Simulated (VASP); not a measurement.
# H8CO6 in VASP: notebook, part 2 of 2

VASP 6.6.1. Earlier steps stand in the parts before.

**4. Single point, r2SCAN**

Input file POSCAR:

```
H8CO6
1.0
    5.8925310000      0.0000000000      0.0000000000
    0.0000000000      5.8925310000      0.0000000000
    0.0000000000      0.0000000000      5.8925310000
O H C
6 8 1
Direct
    0.1995916526      0.4182413296      0.6124193492
    0.1326424927      0.7983666102      0.3011948516
    0.8342425352      0.1558243817      0.3932605531
    0.6053086526      0.2585137015      0.7747434846
    0.6692540099      0.6405906053      1.1785597734
    0.8746326494      0.7402082399      0.8506361698
    0.1069659201      0.5144139250      0.7075227945
    0.1253620897      0.2943047733      0.5311300017
    0.2741266868      0.8768558027      0.3107153785
    0.1548400848      0.6641119071      0.3875244780
    0.8878527750      0.0126091827      0.3378853671
    0.7337763688      0.1403980734      0.5287032007
    0.5925976461      0.2580894356      0.9353875270
    0.4482623850      0.3076436933      0.7446206053
    0.7844676591      0.6808788957      1.0168635515
```

Input file INCAR.step1:

```
SYSTEM = H8CO6
ALGO     = Normal         ! electronic algorithm
EDIFF    = 1E-4           ! SCF threshold, eV
ENCUT    = 520            ! plane-wave cutoff, eV
GGA      = PE             ! functional
ISMEAR   = -1             ! smearing method
LASPH    = .True.         ! aspherical terms in the spheres
LCHARG   = .False.        ! write CHGCAR
LREAL    = Auto         
LWAVE    = .True.         ! write WAVECAR
NBANDS   = 37             ! bands
NELM     = 100            ! most SCF steps
PREC     = Accurate       ! precision mode
SIGMA    = 0.05           ! smearing width, eV
```

Input file INCAR.step2:

```
SYSTEM = H8CO6
ALGO     = Normal         ! electronic algorithm
EDIFF    = 1E-6           ! SCF threshold, eV
ENCUT    = 520            ! plane-wave cutoff, eV
ISIF     = 2              ! what is computed and relaxed
ISMEAR   = -1             ! smearing method
ISTART   = 1            
LASPH    = .True.         ! aspherical terms in the spheres
LCHARG   = .False.        ! write CHGCAR
LMIXTAU  = .True.       
LREAL    = Auto         
LWAVE    = .False.        ! write WAVECAR
METAGGA  = R2SCAN         ! meta-GGA
NBANDS   = 37             ! bands
NELM     = 100            ! most SCF steps
PREC     = Accurate       ! precision mode
SIGMA    = 0.05           ! smearing width, eV
```

Input file KPOINTS:

```
k-points
0
Gamma
  1 1 1
  0 0 0
```

The run is started by

```
$ cat potpaw_PBE.64/O/POTCAR potpaw_PBE.64/H/POTCAR potpaw_PBE.64/C/POTCAR > POTCAR
$ cp INCAR.step1 INCAR
$ mpirun -np 1 vasp_gam > vasp.out
$ cp INCAR.step2 INCAR
$ mpirun -np 1 vasp_gam > vasp.out
```

It took 51 s on 1 thread of Intel Xeon 6975P-C (Granite Rapids), shared host; peak memory 0.32 GiB.

Results (log left out):

```yaml
Free_energy: -88.1548 eV
Pressure: -0.7 GPa
Largest_force: 2.702 eV/Å
```

Forces in eV/Å, atoms in the order of the input:
```
O    1.257  0.178 -0.247
O   -0.448  0.755 -0.690
O   -0.554  0.791  0.515
O   -0.993  0.266 -0.064
O    1.598  0.111 -1.872
O    0.495 -0.392  0.017
H   -0.683 -0.634 -0.296
H   -1.131  0.526  0.498
H    0.421  0.198 -0.073
H    0.177 -1.106  0.729
H    0.119 -0.642  0.389
H    0.920 -0.068 -0.806
H    0.725 -0.398  1.160
H    0.182  0.155 -0.957
C   -2.085  0.258  1.698
```

Stress tensor (GPa, compression positive):
```
-0.92 -0.31  1.43
-0.31  0.30 -0.67
 1.43 -0.67 -1.53
```

Levels at points of the mesh, in eV from the Fermi level:
```
           k point  band 21  band 22  band 23  band 24  band 25  band 26  band 27  band 28
(0.00, 0.00, 0.00)    -2.30    -2.05    -1.80    -1.21     3.83     5.36     5.75     7.78
```

Caveat: the k points lie up to 1.07 Å⁻¹ apart; the PAW data sets were made with another functional, which shifts forces and pressure a little.

**5. Single point, r2SCAN**

Input file POSCAR:

```
H8CO6
1.0
    5.8925310000      0.0000000000      0.0000000000
    0.0000000000      5.8925310000      0.0000000000
    0.0000000000      0.0000000000      5.8925310000
O H C
6 8 1
Direct
    0.2091291501      0.4335827847      0.6234842040
    0.1477633295      0.7942936575      0.3010421159
    0.8360244520      0.1922942790      0.3910204291
    0.6043243557      0.2764007521      0.7754562513
    0.6833735792      0.6479558614      1.1837018762
    0.8898213688      0.7415489201      0.8529781176
    0.1153833556      0.5289407896      0.7232376037
    0.1338474078      0.3398539609      0.5130732448
    0.2850388059      0.8856465923      0.3103589951
    0.1843520212      0.6630936689      0.3913428712
    0.9048912937      0.0482644894      0.3900361322
    0.7864701942      0.2367743165      0.5358648092
    0.5500352904      0.1970460571      0.9011407831
    0.4608036852      0.3464894796      0.7247649609
    0.7870811371      0.7057069365      1.0159131959
```

Input file INCAR.step1:

```
SYSTEM = H8CO6
PREC     = Accurate       ! precision mode
ENCUT    = 520            ! plane-wave cutoff, eV
ISMEAR   = -1             ! smearing method
SIGMA    = 0.05           ! smearing width, eV
LREAL    = Auto         
LASPH    = .TRUE.         ! aspherical terms in the spheres
NELM     = 60             ! most SCF steps
NBANDS   = 37             ! bands
GGA      = PE             ! functional
ALGO     = Normal         ! electronic algorithm
EDIFF    = 1E-4           ! SCF threshold, eV
LWAVE    = .TRUE.         ! write WAVECAR
LCHARG   = .FALSE.        ! write CHGCAR
```

Input file INCAR.step2:

```
SYSTEM = H8CO6
PREC     = Accurate       ! precision mode
ENCUT    = 520            ! plane-wave cutoff, eV
EDIFF    = 1E-6           ! SCF threshold, eV
ISMEAR   = -1             ! smearing method
SIGMA    = 0.05           ! smearing width, eV
LREAL    = Auto         
LASPH    = .TRUE.         ! aspherical terms in the spheres
NELM     = 60             ! most SCF steps
ALGO     = Normal         ! electronic algorithm
ISIF     = 2              ! what is computed and relaxed
LWAVE    = .FALSE.        ! write WAVECAR
LCHARG   = .FALSE.        ! write CHGCAR
METAGGA  = R2SCAN         ! meta-GGA
LMIXTAU  = .TRUE.       
NBANDS   = 37             ! bands
ISTART   = 1
```

Input file KPOINTS:

```
regular mesh
0
G
  1 1 1
  0 0 0
```

Potentials or basis: VASP PAW PBE potentials, release 64 (O, H, C).

The run is started by

```
$ cat potpaw_PBE.64/O/POTCAR potpaw_PBE.64/H/POTCAR potpaw_PBE.64/C/POTCAR > POTCAR
$ cp INCAR.step1 INCAR
$ mpirun -np 1 vasp_gam > vasp.out
$ cp INCAR.step2 INCAR
$ mpirun -np 1 vasp_gam > vasp.out
```

OUTCAR:

```text
SYSTEM = H8CO6
   PREC = Accurate
   ENCUT = 520
   EDIFF = 1E-6
   ISMEAR = -1
   LREAL = Auto
   LASPH = .TRUE.
   NELM = 60
   ISIF = 2
   METAGGA = R2SCAN
   ISTART = 1

 ion  position               nearest neighbor table
   1  0.209  0.434  0.623-   8 0.96   7 0.98
   2  0.148  0.794  0.301-  10 0.96   9 0.97
   3  0.836  0.192  0.391-  12 0.94  11 0.94
[... 257 lines left out ...]
  energy-cutoff  :      520.00
  volume of cell :      204.60
      direct lattice vectors                 reciprocal lattice vectors
     5.892531000  0.000000000  0.000000000     0.169706362  0.000000000  0.000000000
     0.000000000  5.892531000  0.000000000     0.000000000  0.169706362  0.000000000
     0.000000000  0.000000000  5.892531000     0.000000000  0.000000000  0.169706362

 POSITION                                       TOTAL-FORCE (eV/Angst)
 -----------------------------------------------------------------------------------
      1.23230      2.55490      3.67390         0.989434      1.042989      0.645136
      0.87070      4.68040      1.77390         0.336960      0.900058     -0.162813
      4.92630      1.13310      2.30410         0.600162      1.258660     -2.232694
      3.56100      1.62870      4.56940        -0.091415      1.105187     -1.004435
      4.02680      3.81810      1.08247         1.705406      1.556644     -3.264821
      5.24330      4.36960      5.02620         0.656916      0.642766     -1.196264
      0.67990      3.11680      4.26170        -0.207339     -0.867046     -0.921846
      0.78870      2.00260      3.02330        -1.242398     -0.094002      0.125395
      1.67960      5.21870      1.82880        -0.311558     -0.254964     -0.125197
      1.08630      3.90730      2.30600         0.056325     -0.382263      0.381561
      5.33210      0.28440      2.29830         0.497011     -1.434283      0.399763
      4.63430      1.39520      3.15760        -0.794229     -0.206733      1.700308
      3.24110      1.16110      5.31000        -0.047763     -1.086833      1.658912
      2.71530      2.04170      4.27070         0.287651      0.066914     -0.427448
      4.63790      4.15840      0.09377        -2.435163     -2.247092      4.424446
 -----------------------------------------------------------------------------------
    total drift:                               -0.000907      0.008497     -0.001213

  FREE ENERGIE OF THE ION-ELECTRON SYSTEM (eV)
  ---------------------------------------------------
  free  energy   TOTEN  =       -88.0070533492 eV

  energy  without entropy=      -88.0070533491  energy(sigma->0) =      -88.00705335
```

OUTCAR.step1:

```text
SYSTEM = H8CO6
   PREC = Accurate
   ENCUT = 520
   ISMEAR = -1
   LREAL = Auto
   LASPH = .TRUE.
[... 286 lines left out ...]
      3.24110      1.16110      5.31000        -0.187010     -1.285088      1.950464
      2.71530      2.04170      4.27070        -0.087388      0.228971     -0.533895
      4.63790      4.15840      0.09377        -2.505755     -2.145711      4.481362
 -----------------------------------------------------------------------------------
    total drift:                                0.001903      0.004790     -0.003979

  FREE ENERGIE OF THE ION-ELECTRON SYSTEM (eV)
  ---------------------------------------------------
  free  energy   TOTEN  =       -80.7304519824 eV

  energy  without entropy=      -80.7304519824  energy(sigma->0) =      -80.73045198
```

OSZICAR.step1:

```text
N       E                     dE             d eps       ncg     rms          rms(c)
DAV:   1     0.414878710100E+03    0.41488E+03   -0.26187E+04    74   0.118E+03
DAV:   2    -0.505626323003E+02   -0.46544E+03   -0.43756E+03    95   0.302E+02
DAV:   3    -0.887889369054E+02   -0.38226E+02   -0.37990E+02    92   0.940E+01
DAV:   4    -0.893327462491E+02   -0.54381E+00   -0.54306E+00    92   0.127E+01
DAV:   5    -0.893402249428E+02   -0.74787E-02   -0.74771E-02    92   0.144E+00    0.183E+01
DAV:   6    -0.811276500975E+02    0.82126E+01   -0.24745E+01    92   0.261E+01    0.723E+00
DAV:   7    -0.808789888977E+02    0.24866E+00   -0.15299E+00    84   0.596E+00    0.445E+00
DAV:   8    -0.807400038961E+02    0.13899E+00   -0.23935E-01    92   0.295E+00    0.115E+00
DAV:   9    -0.807283377637E+02    0.11666E-01   -0.33702E-02    92   0.122E+00    0.297E-01
DAV:  10    -0.807301701834E+02   -0.18324E-02   -0.10338E-02    84   0.567E-01    0.170E-01
DAV:  11    -0.807307366901E+02   -0.56651E-03   -0.19645E-03    84   0.266E-01    0.604E-02
DAV:  12    -0.807305479053E+02    0.18878E-03   -0.29379E-04    92   0.125E-01    0.302E-02
DAV:  13    -0.807304519824E+02    0.95923E-04   -0.63314E-05    60   0.556E-02
   1 F= -.80730452E+02 E0= -.80730452E+02  d E =-.187828E-10
```

Run time: 49 s. Hardware: 1 thread of Intel Xeon 6975P-C (Granite Rapids), shared host; peak memory 0.32 GiB.

Results:

```
Free energy   : -88.0071 eV
Pressure      : 0.1 GPa
Largest force : 5.528 eV/Å
```

Forces on the atoms (eV/Å):
```
O    0.989  1.043  0.645
O    0.337  0.900 -0.163
O    0.600  1.259 -2.233
O   -0.091  1.105 -1.004
O    1.705  1.557 -3.265
O    0.657  0.643 -1.196
H   -0.207 -0.867 -0.922
H   -1.242 -0.094  0.125
H   -0.312 -0.255 -0.125
H    0.056 -0.382  0.382
H    0.497 -1.434  0.400
H   -0.794 -0.207  1.700
H   -0.048 -1.087  1.659
H    0.288  0.067 -0.427
C   -2.435 -2.247  4.424
```

Caveat: the k points lie up to 1.07 Å⁻¹ apart; the PAW data sets were made with another functional, which shifts forces and pressure a little.

**6. Overview**

```csv
cell,pressure (GPa),largest force (eV/Å)
"as given, atomic positions A",0.2,0.73
"as given, atomic positions B",3.6,7.77
"as given, atomic positions C",-0.7,2.70
"as given, atomic positions D",0.1,5.53
```

Alike in all rows: task single point; level r2SCAN; potentials or basis VASP PAW PBE potentials, release 64 (O, H, C); no spin polarisation; k mesh 1 × 1 × 1; cutoff (eV) 520; smearing fermi-dirac 0.05 eV.

Caveats: all runs use coarse meshes; the PAW data sets were made with another functional, which shifts forces and pressure a little.

Total energies depend on the potentials used, so only differences within one code and one set of settings carry meaning.
